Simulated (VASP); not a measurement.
# AlN (F-43m) in VASP: a series of runs

Runs on AlN. Level: PBE. Tasks: single point.

Everything below comes from runs of VASP 6.6.1. Logs are shortened: lines on timing, memory, paths and dates and some standing lists are left out, and cuts for length are marked.

**1. The cell of the first run**

The structure is cubic, space group F-43m (No. 216). Conventional cell: a = 4.425 Å, b = 4.425 Å, c = 4.425 Å, α = 90.00°, β = 90.00°, γ = 90.00°. Al (site symmetry -43m) has 4 N at 1.92 Å within 2.5 Å. N (site symmetry -43m) has 4 Al at 1.92 Å within 2.5 Å.

**2. Single point, PBE**

The input, INCAR:

```
ALGO     = Normal         # electronic algorithm
EDIFF    = 1E-6           # SCF threshold, eV
ENCUT    = 520            # plane-wave cutoff, eV
GGA      = PE             # functional
ISIF     = 2              # what is computed and relaxed
ISMEAR   = 0              # smearing method
LASPH    = True           # aspherical terms in the spheres
LCHARG   = True           # write CHGCAR
LELF     = True           # ELF
LREAL    = False          # projectors in reciprocal space
LVHAR    = True         
LWAVE    = False          # write WAVECAR
NBANDS   = 11             # bands
NELM     = 100            # most SCF steps
PREC     = Accurate       # precision mode
SIGMA    = 0.01           # smearing width, eV
```

The input, KPOINTS:

```
k-points
0
Gamma
  7 7 7
```

The input, POSCAR:

```
AlN
1.0
    0.0000000000      2.2127336132      2.2127336132
    2.2127336132      0.0000000000      2.2127336132
    2.2127336132      2.2127336132      0.0000000000
Al N
1 1
Direct
    0.0000000000      0.0000000000      0.0000000000
    0.7500000000      0.7500000000      0.7500000000
```

Potentials or basis: VASP PAW PBE potentials, release 64 (Al, N).

The run is started by

```sh
> cat potpaw_PBE.64/Al/POTCAR potpaw_PBE.64/N/POTCAR > POTCAR
> mpirun -np 1 vasp_std > vasp.out
```

OUTCAR:

```text
EDIFF = 1E-6
   ENCUT = 520
   GGA = PE
   ISIF = 2
   ISMEAR = 0
   LASPH = True
   LREAL = False
   NELM = 100
   PREC = Accurate

 ion  position               nearest neighbor table
   1  0.000  0.000  0.000-   2 1.92   2 1.92   2 1.92   2 1.92
   2  0.750  0.750  0.750-   1 1.92   1 1.92   1 1.92   1 1.92

  LATTYP: Found a face centered cubic cell.
 ALAT       =     4.4254672264

  Lattice vectors:

 A1 = (   0.0000000000,   2.2127336132,   2.2127336132)
 A2 = (   2.2127336132,   0.0000000000,   2.2127336132)
 A3 = (   2.2127336132,   2.2127336132,   0.0000000000)

Analysis of symmetry for initial positions (statically):
=====================================================================
 Subroutine PRICEL returns:
 Original cell was already a primitive cell.

 Routine SETGRP: Setting up the symmetry group for a
 face centered cubic supercell.

 Subroutine GETGRP returns: Found 24 space group operations
 (whereof 24 operations were pure point group operations)
 out of a pool of 48 trial point group operations.

The static configuration has the point symmetry T_d .

Analysis of symmetry for dynamics (positions and initial velocities):
=====================================================================
 Subroutine PRICEL returns:
 Original cell was already a primitive cell.

 Routine SETGRP: Setting up the symmetry group for a
 face centered cubic supercell.

 Subroutine GETGRP returns: Found 24 space group operations
 (whereof 24 operations were pure point group operations)
 out of a pool of 48 trial point group operations.

The dynamic configuration has the point symmetry T_d .

 Subroutine INISYM returns: Found 24 space group operations
 (whereof 24 operations are pure point group operations),
 and found     1 'primitive' translations

----------------------------------------------------------------------------------------

                                     Primitive cell

  volume of cell :      21.6679

  direct lattice vectors                    reciprocal lattice vectors
     0.000000000  2.212733613  2.212733613    -0.225964841  0.225964841  0.225964841
     2.212733613  0.000000000  2.212733613     0.225964841 -0.225964841  0.225964841
     2.212733613  2.212733613  0.000000000     0.225964841  0.225964841 -0.225964841

  length of vectors
     3.129277886  3.129277886  3.129277886     0.391382586  0.391382586  0.391382586

  position of ions in fractional coordinates (direct lattice)
[... 80 lines left out ...]
   ISIF   =      2    stress and relaxation
   ISYM   =      2    0-nonsym 1-usesym 2-fastsym
   POTIM  = 0.5000    time-step for ionic-motion
   TEBEG  =    0.0;   TEEND  =   0.0 temperature during run
   PSTRESS=    0.0 pullay stress
   NELECT =       8.0000    total number of electrons
   NUPDOWN=      -1.0000    fix difference up-down
   EMIN   =  10.00;   EMAX   =-10.00  energy-range for DOS
   EFERMI =   0.00;   METHOD = LEGACY
   ISMEAR =     0;   SIGMA  =   0.01  broadening in eV -4-tet -1-fermi 0-gaus
   EFERMI_NEDOS =   21; number of points for ismear=-14 and -15
   IALGO  =     38    algorithm
   IMIX   =      4    mixing-type and parameters
     AMIX     =   0.40;   BMIX     =  1.00
     AMIX_MAG =   1.60;   BMIX_MAG =  1.00
  volume/ion in A,a.u.               =      10.83        73.11
  Fermi-wavevector in a.u.,A,eV,Ry     =   1.174444  2.219378 18.766775  1.379319
  Thomas-Fermi vector in A             =   2.310841
   LORBIT       =      0    0 simple, 1 ext, 2 COOP (PROOUT), +10 PAW based schemes
   GGA     = PE    functional components
   LHFCALC =     F    Hartree Fock is set to
   AEXX    =    0.0000 exact exchange contribution
   IVDW    =     0    specifies the selected vdW correction
   LEPSILON=     F    determine dielectric tensor
   LRPA    =     F    only Hartree local field effects (RPA)
 non-spin polarized calculation
 Gauss-broadening in eV      SIGMA  =   0.01
  energy-cutoff  :      520.00
  volume of cell :       21.67
 maximum number of plane-waves:       592
   NGX = 11   NGY = 11   NGZ = 11

 number of electron       8.0000002 magnetization

 Free energy of the ion-electron system (eV)
  ---------------------------------------------------
  ext. energy  EPLUGINS =         0.00000000
  ---------------------------------------------------
  free energy    TOTEN  =       -14.84366645 eV

  energy without entropy =      -14.84366645  energy(sigma->0) =      -14.84366645

 E-fermi :   5.7447     XC(G=0): -10.7635

 val. band max:        5.6065332369   @ k =   0.0000   0.0000   0.0000
 cond. band min:       9.1920880503   @ k =   0.4286   0.4286   0.0000
 fundamental gap:      3.5855548134
 Fermi energy:         5.7447353839

 k-point     1 :       0.0000    0.0000    0.0000
  band No.  band energies     occupation
      1      -9.1505      2.00000
      2       5.6065      2.00000
      3       5.6065      2.00000
      4       5.6065      2.00000
      5       9.4592      0.00000
      6      17.7825      0.00000
      7      17.7825      0.00000
      8      17.7825      0.00000
      9      22.9824      0.00000
     10      22.9824      0.00000
     11      24.3098      0.00000
[... 253 lines left out ...]
 k-point    20 :      -0.2857    0.4286    0.1429
  band No.  band energies     occupation
      1      -6.6231      2.00000
      2       1.6938      2.00000
      3       2.0684      2.00000
      4       3.6771      2.00000
      5      11.5015      0.00000
      6      15.9178      0.00000
      7      17.5398      0.00000
      8      18.0485      0.00000
      9      21.8315      0.00000
     10      24.0697      0.00000
     11      29.6812      0.00000

------------------------ aborting loop because EDIFF is reached ----------------------------------------

  FORCE on cell =-STRESS in cart. coord.  units (eV):
  Direction    XX          YY          ZZ          XY          YZ          ZX
  --------------------------------------------------------------------------------------
  -------------------------------------------------------------------------------------
  Total       -0.4221482     -0.4221482     -0.4221482     -0.0000000      0.0000000     -0.0000000
  in kB      -31.2146276    -31.2146276    -31.2146276     -0.0000000      0.0000000     -0.0000000
  external PRESSURE =     -31.2146276 kB  Pullay stress =       0.0000000 kB

 VOLUME and BASIS-vectors are now :
 -----------------------------------------------------------------------------
  energy-cutoff  :      520.00
  volume of cell :       21.67
      direct lattice vectors                 reciprocal lattice vectors
     0.000000000  2.212733613  2.212733613    -0.225964841  0.225964841  0.225964841
     2.212733613  0.000000000  2.212733613     0.225964841 -0.225964841  0.225964841
     2.212733613  2.212733613  0.000000000     0.225964841  0.225964841 -0.225964841

 POSITION                                       TOTAL-FORCE (eV/Angst)
 -----------------------------------------------------------------------------------
      0.00000      0.00000      0.00000         0.000000      0.000000      0.000000
      3.31910      3.31910      3.31910        -0.000000     -0.000000     -0.000000
 -----------------------------------------------------------------------------------
    total drift:                                0.000000      0.000000      0.000000

  FREE ENERGIE OF THE ION-ELECTRON SYSTEM (eV)
  ---------------------------------------------------
  free  energy   TOTEN  =       -14.8436664523 eV

  energy  without entropy=      -14.8436664523  energy(sigma->0) =      -14.84366645
```

OSZICAR:

```text
N       E                     dE             d eps       ncg     rms          rms(c)
DAV:   1     0.116799162383E+02    0.11680E+02   -0.37669E+03   456   0.597E+02
DAV:   2    -0.162430731787E+02   -0.27923E+02   -0.25839E+02   506   0.135E+02
DAV:   3    -0.171479221447E+02   -0.90485E+00   -0.90381E+00   542   0.243E+01
DAV:   4    -0.171527092369E+02   -0.47871E-02   -0.47867E-02   499   0.189E+00
DAV:   5    -0.171527655962E+02   -0.56359E-04   -0.56359E-04   524   0.204E-01    0.844E+00
DAV:   6    -0.148513389927E+02    0.23014E+01   -0.12017E+01   517   0.171E+01    0.278E+00
DAV:   7    -0.148502763723E+02    0.10626E-02   -0.15586E-01   479   0.316E+00    0.201E+00
DAV:   8    -0.148451969459E+02    0.50794E-02   -0.30508E-02   476   0.164E+00    0.599E-01
DAV:   9    -0.148436093782E+02    0.15876E-02   -0.45545E-03   527   0.399E-01    0.235E-01
DAV:  10    -0.148436564653E+02   -0.47087E-04   -0.48148E-04   479   0.140E-01    0.159E-02
DAV:  11    -0.148436666972E+02   -0.10232E-04   -0.11568E-05   524   0.253E-02    0.173E-02
DAV:  12    -0.148436664523E+02    0.24492E-06   -0.79123E-07   292   0.648E-03
   1 F= -.14843666E+02 E0= -.14843666E+02  d E =-.553886E-87
```

stdout:

```text
POSCAR found type information on POSCAR AlN
 POSCAR found :  2 types and       2 ions
 scaLAPACK will be used
 LDA part: xc-table for (Slater+PW92), standard interpolation
 POSCAR, INCAR and KPOINTS ok, starting setup
 FFT: planning ... GRIDC
 FFT: planning ... GRID_SOFT
 FFT: planning ... GRID
 WAVECAR not read
 entering main loop
```

Run time: 2.2 s. Hardware: 1 thread of Intel Xeon 6975P-C (Granite Rapids), shared host; peak memory 0.13 GiB.

What came out:

```
Free energy            : -14.8437 eV
Pressure               : -3.1 GPa
Band gap on the k mesh : 3.59 eV, indirect (least direct gap 3.85 eV)
```

**3. Single point, PBE**

This run uses another cell than the first one, of 11.25 Å³/atom, 1.038 times its volume.

The input, INCAR:

```
PREC = Accurate
ENCUT = 520
EDIFF = 1E-6
ISMEAR = 0
SIGMA = 0.01
LREAL = F
LASPH = T
NELM = 80
ALGO = Normal
ISIF = 2
LWAVE = F
LCHARG = F
GGA = PE
NBANDS = 11
```

The input, KPOINTS:

```
Automatic mesh
0
Gamma
  7 7 7
```

The input, POSCAR:

```
AlN
1.0
    0.0000000000      2.2407458732      2.2407458732
    2.2407458732      0.0000000000      2.2407458732
    2.2407458732      2.2407458732      0.0000000000
Al N
1 1
Direct
    0.0000000000      0.0000000000      0.0000000000
    0.7500000000      0.7500000000      0.7500000000
```

Potentials or basis: VASP PAW PBE potentials, release 64 (Al, N).

The run is started by

```sh
> cat potpaw_PBE.64/Al/POTCAR potpaw_PBE.64/N/POTCAR > POTCAR
> mpirun -np 1 vasp_std > vasp.out
```

Run time: 2.1 s. Hardware: 1 thread of Intel Xeon 6975P-C (Granite Rapids), shared host; peak memory 0.12 GiB.

The run converged. Its results:

```yaml
Free_energy: -14.8109 eV
Pressure: -9.5 GPa
Band_gap_on_the_k_mesh: 3.53 eV, direct
```

Levels at points of the mesh, in eV from the valence-band top:
```
           k point  band 2  band 3  band 4  band 5  band 6  band 7
(0.00, 0.00, 0.00)    0.00    0.00    0.00    3.53   11.82   11.82
```

A k mesh can miss the band edges. As with any semilocal functional, this PBE gap is likely too small.
